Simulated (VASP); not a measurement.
# TiO2 (I4_1/amd) in VASP: single point with PBE+U

Aim: the single point of TiO2 with PBE+U.

Program: VASP 6.6.1. These are calculated values, not measurements. Logs are shortened: lines on timing, memory, paths and dates and some standing lists are left out, and cuts for length are marked.

### Step 1. The cell of the first run

The structure is tetragonal, space group I4_1/amd (No. 141). The conventional cell has a = 3.784 Å, b = 3.784 Å, c = 9.515 Å, α = 90.00°, β = 90.00°, γ = 90.00°. Ti (site symmetry -4m2) has 6 O at 1.93 to 1.98 Å within 2.6 Å. Within 2.6 Å of O (site symmetry 2mm) lie 3 Ti at 1.93 to 1.98 Å and 2 O at 2.47 Å.

### Step 2. Single point, PBE+U

Contents of POSCAR:

```
TiO2
1.0
    0.0000000000     -3.7842000000      0.0000000000
    3.7842000000      0.0000000000      0.0000000000
   -1.8921000000      1.8921000000      4.7573000000
Ti O
2 4
Direct
    0.0000000000      0.0000000000      0.0000000000
    0.7500000000      0.2500000000      0.5000000000
    0.2081000000      0.2081000000      0.4162000000
    0.9581000000      0.4581000000      0.9162000000
    0.5419000000      0.0419000000      0.0838000000
    0.7919000000      0.7919000000      0.5838000000
```

Contents of INCAR.step1:

```
ALGO = Normal ; EDIFF = 1E-6
ENCUT = 910 ; GGA = PE
GGA_COMPAT = False ; ISIF = 2
ISMEAR = 0 ; LASPH = True
LCHARG = True ; LDAU = True
LDAUJ = 0 0 ; LDAUL = 2 -1
LDAUPRINT = 1 ; LDAUTYPE = 2
LDAUU = 4 0 ; LMAXMIX = 4
LORBIT = 11 ; LREAL = False
LWAVE = False ; NBANDS = 33
NEDOS = 2001 ; NELM = 200
PREC = Accurate ; SIGMA = 0.05
```

Contents of KPOINTS.step1:

```
k-points
0
Gamma
  8 8 8
```

Contents of INCAR.step2:

```
ALGO = Normal ; EDIFF = 1E-6
ENCUT = 910 ; GGA = PE
GGA_COMPAT = False ; ICHARG = 11
ISIF = 2 ; ISMEAR = -5
LASPH = True ; LCHARG = False
LDAU = True ; LDAUJ = 0 0
LDAUL = 2 -1 ; LDAUPRINT = 1
LDAUTYPE = 2 ; LDAUU = 4 0
LMAXMIX = 4 ; LORBIT = 10
LREAL = False ; LWAVE = False
NEDOS = 1001 ; NELM = 200
PREC = Accurate ; SIGMA = 0.05
```

Contents of KPOINTS.step2:

```
k-points
0
Gamma
  12 12 12
```

Potentials or basis: VASP PAW PBE potentials, release 64 (Ti_sv, O_h).

Command:

```
cat potpaw_PBE.64/Ti_sv/POTCAR potpaw_PBE.64/O_h/POTCAR > POTCAR
cp INCAR.step1 INCAR
cp KPOINTS.step1 KPOINTS
mpirun -np 1 vasp_std > vasp.out
cp INCAR.step2 INCAR
cp KPOINTS.step2 KPOINTS
mpirun -np 1 vasp_std > vasp.out
```

OUTCAR:

```text
EDIFF = 1E-6
   ENCUT = 910
   GGA = PE
   ICHARG = 11
   ISIF = 2
   ISMEAR = -5
   LASPH = True
   LORBIT = 10
   LREAL = False
   NELM = 200
   PREC = Accurate

 ion  position               nearest neighbor table
   1  0.000  0.000  0.000-   5 1.93   4 1.93   5 1.93   4 1.93   6 1.98   3 1.98
   2  0.750  0.250  0.500-   6 1.93   3 1.93   6 1.93   3 1.93   4 1.98   5 1.98
   3  0.208  0.208  0.416-   2 1.93   2 1.93   1 1.98
   4  0.958  0.458  0.916-   1 1.93   1 1.93   2 1.98
   5  0.542  0.042  0.084-   1 1.93   1 1.93   2 1.98
   6  0.792  0.792  0.584-   2 1.93   2 1.93   1 1.98

  LATTYP: Found a body centered tetragonal cell.
 ALAT       =     3.7842000000
 C/A-ratio  =     2.5142962846

  Lattice vectors:

 A1 = (  -1.8921000000,  -1.8921000000,  -4.7573000000)
 A2 = (   1.8921000000,   1.8921000000,  -4.7573000000)
 A3 = (   1.8921000000,  -1.8921000000,   4.7573000000)

Analysis of symmetry for initial positions (statically):
=====================================================================
 Subroutine PRICEL returns:
 Original cell was already a primitive cell.

 Routine SETGRP: Setting up the symmetry group for a
 body centered tetragonal supercell.

 Subroutine GETGRP returns: Found 16 space group operations
 (whereof  8 operations were pure point group operations)
 out of a pool of 16 trial point group operations.

The static configuration has the point symmetry D_2d.
 The point group associated with its full space group is D_4h.

Analysis of symmetry for dynamics (positions and initial velocities):
=====================================================================
 Subroutine PRICEL returns:
 Original cell was already a primitive cell.

 Routine SETGRP: Setting up the symmetry group for a
 body centered tetragonal supercell.

 Subroutine GETGRP returns: Found 16 space group operations
 (whereof  8 operations were pure point group operations)
 out of a pool of 16 trial point group operations.

[... 205 lines left out ...]

 occupancies and eigenvectors

  o =  0.1025  v =  0.0000  0.0206 -0.0000  0.9998 -0.0000  0.0000  0.0000  0.0000  0.0000  0.0000      0.0000  0.0000  0.0000  0.0000  0.0000  0.0000  0.0000  0.0000  0.0000  0.0000
  o =  0.1025  v =  0.0000  0.0000  0.0000  0.0000  0.0000  0.0000  0.0206 -0.0000  0.9998 -0.0000      0.0000  0.0000  0.0000  0.0000  0.0000  0.0000  0.0000  0.0000  0.0000  0.0000
  o =  0.1025  v =  0.0000  0.0000  0.0000  0.0000  0.0000  0.0000  0.9998  0.0000 -0.0206  0.0000      0.0000  0.0000  0.0000  0.0000  0.0000  0.0000  0.0000  0.0000  0.0000  0.0000
  o =  0.1025  v =  0.0000  0.9998  0.0000 -0.0206  0.0000  0.0000  0.0000  0.0000  0.0000  0.0000      0.0000  0.0000  0.0000  0.0000  0.0000  0.0000  0.0000  0.0000  0.0000  0.0000
  o =  0.1058  v =  0.0000  0.0000  0.0000  0.0000  0.0000  1.0000  0.0000  0.0000  0.0000  0.0000      0.0000  0.0000  0.0000  0.0000  0.0000  0.0000  0.0000  0.0000  0.0000  0.0000
  o =  0.1058  v =  1.0000  0.0000  0.0000  0.0000  0.0000  0.0000  0.0000  0.0000  0.0000  0.0000      0.0000  0.0000  0.0000  0.0000  0.0000  0.0000  0.0000  0.0000  0.0000  0.0000
  o =  0.2538  v =  0.0000 -0.0000  1.0000  0.0000  0.0000  0.0000  0.0000  0.0000  0.0000  0.0000      0.0000  0.0000  0.0000  0.0000  0.0000  0.0000  0.0000  0.0000  0.0000  0.0000
  o =  0.2538  v =  0.0000  0.0000  0.0000  0.0000  0.0000  0.0000 -0.0000  1.0000  0.0000  0.0000      0.0000  0.0000  0.0000  0.0000  0.0000  0.0000  0.0000  0.0000  0.0000  0.0000
  o =  0.2540  v =  0.0000  0.0000  0.0000  0.0000  0.0000  0.0000  0.0000  0.0000 -0.0000 -1.0000      0.0000  0.0000  0.0000  0.0000  0.0000  0.0000  0.0000  0.0000  0.0000  0.0000
  o =  0.2540  v =  0.0000  0.0000  0.0000 -0.0000 -1.0000  0.0000  0.0000  0.0000  0.0000  0.0000      0.0000  0.0000  0.0000  0.0000  0.0000  0.0000  0.0000  0.0000  0.0000  0.0000

 number of electron      47.9999999 magnetization

 Free energy of the ion-electron system (eV)
  ---------------------------------------------------
  ext. energy  EPLUGINS =         0.00000000
  ---------------------------------------------------
  free energy    TOTEN  =       -48.39255679 eV

  energy without entropy =      -48.39255679  energy(sigma->0) =      -48.39255679

 E-fermi :   4.1327     XC(G=0): -10.7565

 val. band max:        4.0982947042   @ k =  -0.4167   0.4167   0.0000
 cond. band min:       6.7791147861   @ k =   0.0000   0.0000   0.0000
 fundamental gap:      2.6808200818
 Fermi energy:         4.1327358488

 k-point     1 :       0.0000    0.0000    0.0000
  band No.  band energies     occupation
      1     -53.2816      2.00000
      2     -53.2239      2.00000
      3     -29.6865      2.00000
      4     -29.4596      2.00000
      5     -29.4596      2.00000
      6     -29.3914      2.00000
[... 733 lines left out ...]
     27       8.2470      0.00000
     28       8.3508      0.00000

 [... further k-points ...]
[... 5 lines left out ...]
  --------------------------------------------------------------------------------------
  -------------------------------------------------------------------------------------
  Total        5.5643081      5.5643081      5.3494017      0.0000000     -0.0000000      0.0000000
  in kB      130.8618488    130.8618488    125.8076609      0.0000000     -0.0000000      0.0000000
  external PRESSURE =     129.1771195 kB  Pullay stress =       0.0000000 kB

 VOLUME and BASIS-vectors are now :
 -----------------------------------------------------------------------------
  energy-cutoff  :      910.00
  volume of cell :       68.13
      direct lattice vectors                 reciprocal lattice vectors
     0.000000000 -3.784200000  0.000000000     0.000000000 -0.264256646  0.105101633
     3.784200000  0.000000000  0.000000000     0.264256646  0.000000000  0.105101633
    -1.892100000  1.892100000  4.757300000     0.000000000  0.000000000  0.210203267

 POSITION                                       TOTAL-FORCE (eV/Angst)
 -----------------------------------------------------------------------------------
      0.00000      0.00000      0.00000        -0.000000      0.000000      0.000000
      0.00000     -1.89210      2.37865        -0.000000     -0.000000      0.000000
      0.00000      0.00000      1.97999         0.000000      0.000000      0.232094
      0.00000     -1.89210      4.35864        -0.000000      0.000000      0.232094
      0.00000     -1.89210      0.39866         0.000000     -0.000000     -0.232094
      1.89210     -1.89210      2.77731         0.000000      0.000000     -0.232094
 -----------------------------------------------------------------------------------
    total drift:                               -0.000000     -0.000000      0.000000

  FREE ENERGIE OF THE ION-ELECTRON SYSTEM (eV)
  ---------------------------------------------------
  free  energy   TOTEN  =       -48.3925567894 eV

  energy  without entropy=      -48.3925567894  energy(sigma->0) =      -48.39255679

 total charge

# of ion       s       p       d       tot
------------------------------------------
    1        2.237   6.321   1.609  10.166
    2        2.237   6.321   1.609  10.166
    3        1.042   2.367   0.000   3.410
    4        1.042   2.367   0.000   3.410
    5        1.042   2.367   0.000   3.410
    6        1.042   2.367   0.000   3.410
--------------------------------------------------
tot          8.643  22.111   3.218  33.971
```

OSZICAR.step1:

```text
N       E                     dE             d eps       ncg     rms          rms(c)
DAV:   1     0.876382161165E+03    0.87638E+03   -0.33411E+04  3894   0.251E+03
DAV:   2     0.134496689459E+03   -0.74189E+03   -0.69578E+03  4094   0.641E+02
DAV:   3    -0.537632580216E+02   -0.18826E+03   -0.17535E+03  5987   0.246E+02
DAV:   4    -0.667677646574E+02   -0.13005E+02   -0.12922E+02  5585   0.700E+01
DAV:   5    -0.673283347247E+02   -0.56057E+00   -0.56024E+00  5705   0.133E+01    0.330E+01
DAV:   6    -0.476206728443E+02    0.19708E+02   -0.79522E+01  5866   0.907E+01    0.960E+00
DAV:   7    -0.484339052610E+02   -0.81323E+00   -0.13189E+01  5391   0.230E+01    0.813E+00
DAV:   8    -0.483402949621E+02    0.93610E-01   -0.86987E-01  5591   0.826E+00    0.375E+00
DAV:   9    -0.483940438910E+02   -0.53749E-01   -0.38867E-01  5641   0.445E+00    0.114E+00
DAV:  10    -0.483979444737E+02   -0.39006E-02   -0.75738E-02  5475   0.177E+00    0.764E-01
DAV:  11    -0.483935494293E+02    0.43950E-02   -0.21660E-02  5337   0.197E+00    0.256E-01
DAV:  12    -0.483928880588E+02    0.66137E-03   -0.62879E-03  5258   0.969E-01    0.149E-01
DAV:  13    -0.483925926978E+02    0.29536E-03   -0.70805E-04  6042   0.281E-01    0.338E-02
DAV:  14    -0.483925894084E+02    0.32894E-05   -0.13708E-04  5992   0.734E-02    0.122E-02
DAV:  15    -0.483925916911E+02   -0.22827E-05   -0.12615E-05  5615   0.332E-02    0.142E-02
DAV:  16    -0.483925901838E+02    0.15074E-05   -0.45180E-06  4889   0.274E-02    0.194E-03
DAV:  17    -0.483925902679E+02   -0.84168E-07   -0.31749E-07  2793   0.418E-03
   1 F= -.48392590E+02 E0= -.48392590E+02  d E =-.244263E-12
```

Run time: 13 min. Hardware: 1 thread of Intel Xeon Platinum 8488C (Sapphire Rapids), shared host; peak memory 0.68 GiB.

Results:

```yaml
Valence_electrons_inside_the_program's_atomic_spheres: Ti 10.17; O 3.41
```

Eigenvalues of the final occupation matrices:
```
    site  spin  trace               eigenvalues
site 1 d     1   0.82  0.10 0.10 0.11 0.25 0.25
site 1 d     2   0.82  0.10 0.10 0.11 0.25 0.25
site 2 d     1   0.82  0.10 0.10 0.11 0.25 0.25
site 2 d     2   0.82  0.10 0.10 0.11 0.25 0.25
```
